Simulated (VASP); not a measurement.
# Ru (P6_3/mmc) in VASP: single point with LDA

Aim: the single point of Ru with LDA.

All numbers are computed with VASP 6.6.1; they aren't measurements. Logs are shortened: lines on timing, memory, paths and dates and some standing lists are left out, and cuts for length are marked.

## 1. The cell of the first run

The structure is hexagonal, space group P6_3/mmc (No. 194). The conventional cell has a = 2.674 Å, b = 2.674 Å, c = 4.226 Å, α = 90.00°, β = 90.00°, γ = 120.00°. Within 3.5 Å of Ru (site symmetry -6m2) lie 12 Ru at 2.62 to 2.67 Å.

## 2. Single point, LDA (13.09 Å³/atom)

Contents of POSCAR:

```
Ru
1.0
    2.6740248589      0.0000000000      0.0000000000
   -1.3370124294      2.3157734582      0.0000000000
    0.0000000000      0.0000000000      4.2262640145
Ru
2
Direct
    0.3333333333      0.6666666667      0.2500000000
    0.6666666667      0.3333333333      0.7500000000
```

Contents of INCAR.step1:

```
PREC = Accurate ; ENCUT = 520
EDIFF = 1E-6 ; ISMEAR = -1
SIGMA = 0.05 ; LREAL = F
LASPH = T ; NELM = 120
ALGO = Normal ; ISIF = 2
LWAVE = F ; LCHARG = T
LMAXMIX = 4 ; NBANDS = 23
GGA_COMPAT = F ; NEDOS = 2001
LORBIT = 11
```

Contents of KPOINTS.step1:

```
Automatic mesh
0
Gamma
  18 18 10
```

Contents of INCAR.step2:

```
PREC = Accurate ; ENCUT = 520
EDIFF = 1E-6 ; ISMEAR = -5
SIGMA = 0.05 ; LREAL = F
LASPH = T ; NELM = 120
ALGO = Normal ; ISIF = 2
LWAVE = F ; LCHARG = F
LMAXMIX = 4 ; LORBIT = 11
NEDOS = 1001 ; ICHARG = 11
GGA_COMPAT = F
```

Contents of KPOINTS.step2:

```
Automatic mesh
0
Gamma
  27 27 15
```

Potentials or basis: VASP PAW LDA potentials, release 64 (Ru_sv).

Run with:

```
$ cat potpaw_LDA.64/Ru_sv/POTCAR > POTCAR
$ cp INCAR.step1 INCAR
$ cp KPOINTS.step1 KPOINTS
$ mpirun -np 1 vasp_std > vasp.out
$ cp INCAR.step2 INCAR
$ cp KPOINTS.step2 KPOINTS
$ mpirun -np 1 vasp_std > vasp.out
```

OUTCAR:

```text
PREC = Accurate
   ENCUT = 520
   EDIFF = 1E-6
   ISMEAR = -5
   LREAL = F
   LASPH = T
   NELM = 120
   ISIF = 2
   LORBIT = 11
   ICHARG = 11

 ion  position               nearest neighbor table
   1  0.333  0.667  0.250-   2 2.62   2 2.62   2 2.62   2 2.62   2 2.62   2 2.62
   2  0.667  0.333  0.750-   1 2.62   1 2.62   1 2.62   1 2.62   1 2.62   1 2.62

  LATTYP: Found a hexagonal cell.
 ALAT       =     2.6740248589
 C/A-ratio  =     1.5804879302

  Lattice vectors:

 A1 = (   2.6740248589,   0.0000000000,   0.0000000000)
 A2 = (  -1.3370124294,   2.3157734582,   0.0000000000)
 A3 = (   0.0000000000,   0.0000000000,   4.2262640145)

Analysis of symmetry for initial positions (statically):
=====================================================================
 Subroutine PRICEL returns:
 Original cell was already a primitive cell.

 Routine SETGRP: Setting up the symmetry group for a
 hexagonal supercell.

 Subroutine GETGRP returns: Found 24 space group operations
 (whereof 12 operations were pure point group operations)
 out of a pool of 24 trial point group operations.

The static configuration has the point symmetry D_3d.
 The point group associated with its full space group is D_6h.

Analysis of symmetry for dynamics (positions and initial velocities):
=====================================================================
 Subroutine PRICEL returns:
 Original cell was already a primitive cell.

 Routine SETGRP: Setting up the symmetry group for a
 hexagonal supercell.

 Subroutine GETGRP returns: Found 24 space group operations
 (whereof 12 operations were pure point group operations)
 out of a pool of 24 trial point group operations.

The dynamic configuration has the point symmetry D_3d.
 The point group associated with its full space group is D_6h.

 Subroutine INISYM returns: Found 24 space group operations
 (whereof 12 operations are pure point group operations),
 and found     1 'primitive' translations

----------------------------------------------------------------------------------------

                                     Primitive cell

  volume of cell :      26.1709

  direct lattice vectors                    reciprocal lattice vectors
     2.674024859  0.000000000  0.000000000     0.373968102  0.215910584  0.000000000
    -1.337012429  2.315773458  0.000000000     0.000000000  0.431821168  0.000000000
     0.000000000  0.000000000  4.226264014     0.000000000  0.000000000  0.236615601
[... 90 lines left out ...]
   IBRION =     -1    ionic relax: 0-MD 1-quasi-New 2-CG
   NFREE  =      0    steps in history (QN), initial steepest desc. (CG)
   ISIF   =      2    stress and relaxation
   ISYM   =      2    0-nonsym 1-usesym 2-fastsym
   POTIM  = 0.5000    time-step for ionic-motion
   TEBEG  =    0.0;   TEEND  =   0.0 temperature during run
   PSTRESS=    0.0 pullay stress
   NELECT =      32.0000    total number of electrons
   NUPDOWN=      -1.0000    fix difference up-down
   EMIN   =  10.00;   EMAX   =-10.00  energy-range for DOS
   EFERMI =   0.00;   METHOD = LEGACY
   ISMEAR =    -5;   SIGMA  =   0.05  broadening in eV -4-tet -1-fermi 0-gaus
   EFERMI_NEDOS =   21; number of points for ismear=-14 and -15
   IALGO  =     38    algorithm
   IMIX   =      4    mixing-type and parameters
     AMIX     =   0.40;   BMIX     =  1.00
     AMIX_MAG =   1.60;   BMIX_MAG =  1.00
  volume/ion in A,a.u.               =      13.09        88.30
  Fermi-wavevector in a.u.,A,eV,Ry     =   1.750594  3.308143 41.696135  3.064579
  Thomas-Fermi vector in A             =   2.821283
   LORBIT       =     11    0 simple, 1 ext, 2 COOP (PROOUT), +10 PAW based schemes
   GGA     = CA    functional components
   LHFCALC =     F    Hartree Fock is set to
   AEXX    =    0.0000 exact exchange contribution
   IVDW    =     0    specifies the selected vdW correction
   LEPSILON=     F    determine dielectric tensor
   LRPA    =     F    only Hartree local field effects (RPA)
 non-spin polarized calculation
 Fermi weights with tetrahedron method with Bloechl corrections
  energy-cutoff  :      520.00
  volume of cell :       26.17
 maximum number of plane-waves:       732
 NGX is ok and might be reduce to    20

 number of electron      31.9999997 magnetization

 Free energy of the ion-electron system (eV)
  ---------------------------------------------------
  ext. energy  EPLUGINS =         0.00000000
  ---------------------------------------------------
  free energy    TOTEN  =       -21.40025319 eV

  energy without entropy =      -21.40025319  energy(sigma->0) =      -21.40025319

 E-fermi :  15.7343     XC(G=0): -14.7451

 val. band max:       15.7857809165   @ k =   0.4444   0.0000   0.2000
 cond. band min:      15.7311573606   @ k =   0.2593   0.2222   0.1333
 fundamental gap:     -0.0546235559
 Fermi energy:        15.7343376657

 k-point     1 :       0.0000    0.0000    0.0000
  band No.  band energies     occupation
      1     -57.0910      2.00000
      2     -56.8456      2.00000
      3     -27.8801      2.00000
      4     -26.8065      2.00000
      5     -26.8065      2.00000
      6     -26.6115      2.00000
[... 541 lines left out ...]
     19      17.8418      0.00000
     20      24.8910      0.00000

 [... further k-points ...]

------------------------ aborting loop because EDIFF is reached ----------------------------------------

  FORCE on cell =-STRESS in cart. coord.  units (eV):
  Direction    XX          YY          ZZ          XY          YZ          ZX
  --------------------------------------------------------------------------------------
  -------------------------------------------------------------------------------------
  Total        0.0222185      0.0222185     -0.3398240      0.0000000      0.0000000     -0.0000000
  in kB        1.3602146      1.3602146    -20.8039835      0.0000000      0.0000000     -0.0000000
  external PRESSURE =      -6.0278515 kB  Pullay stress =       0.0000000 kB

 VOLUME and BASIS-vectors are now :
 -----------------------------------------------------------------------------
  energy-cutoff  :      520.00
  volume of cell :       26.17
      direct lattice vectors                 reciprocal lattice vectors
     2.674024859  0.000000000  0.000000000     0.373968102  0.215910584  0.000000000
    -1.337012429  2.315773458  0.000000000     0.000000000  0.431821168  0.000000000
     0.000000000  0.000000000  4.226264014     0.000000000  0.000000000  0.236615601

 POSITION                                       TOTAL-FORCE (eV/Angst)
 -----------------------------------------------------------------------------------
     -0.00000      1.54385      1.05657        -0.000000      0.000000      0.000000
      1.33701      0.77192      3.16970         0.000000     -0.000000      0.000000
 -----------------------------------------------------------------------------------
    total drift:                               -0.000000      0.000000     -0.000000

  FREE ENERGIE OF THE ION-ELECTRON SYSTEM (eV)
  ---------------------------------------------------
  free  energy   TOTEN  =       -21.4002531873 eV

  energy  without entropy=      -21.4002531873  energy(sigma->0) =      -21.40025319

 total charge

# of ion       s       p       d       tot
------------------------------------------
    1        2.234   6.122   5.317  13.673
    2        2.234   6.122   5.317  13.673
--------------------------------------------------
tot          4.468  12.244  10.634  27.346
```

Wall time 6 min (1 thread of AMD EPYC 7R43 (Zen 3), shared host); peak memory 0.33 GiB.

What came out:

```
Valence electrons inside the program's atomic spheres : Ru 13.67
```

Caveat: tetrahedron occupations give inexact forces and stress in metals.
